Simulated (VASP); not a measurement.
Input of a VASP 6.6.1 run:

File INCAR:

```
ALGO = Normal
EDIFF = 1E-6
ENCUT = 600
GGA = PE
GGA_COMPAT = False
ISIF = 2
ISMEAR = 0
LASPH = True
LCHARG = False
LREAL = False
LWAVE = False
NBANDS = 25
NELM = 120
PREC = Accurate
SIGMA = 0.02
```

File KPOINTS:

```
k-points
0
Gamma
  6 6 6
```

File POSCAR:

```
SiO2
1.0
    0.0000000000      3.7303636344      3.7303636344
    3.7303636344      0.0000000000      3.7303636344
    3.7303636344      3.7303636344      0.0000000000
Si O
2 4
Direct
    0.7500000000      0.7500000000      0.7500000000
    0.5000000000      0.5000000000      0.5000000000
    0.6250000000      0.1250000000      0.6250000000
    0.6250000000      0.6250000000      0.1250000000
    0.6250000000      0.6250000000      0.6250000000
    0.1250000000      0.6250000000      0.6250000000
```

Potentials or basis: VASP PAW PBE potentials, release 64 (Si, O).

The run is started by

```sh
$ cat potpaw_PBE.64/Si/POTCAR potpaw_PBE.64/O/POTCAR > POTCAR
$ mpirun -np 1 vasp_std > vasp.out
```

Task: Estimate the pressure.

Result: -0.2 GPa.

Task: Predict the band gap on the k mesh.

Result: 5.37 eV, indirect (least direct gap 5.38 eV).

A k mesh can miss the band edges. As with any semilocal functional, this PBE gap is likely too small.
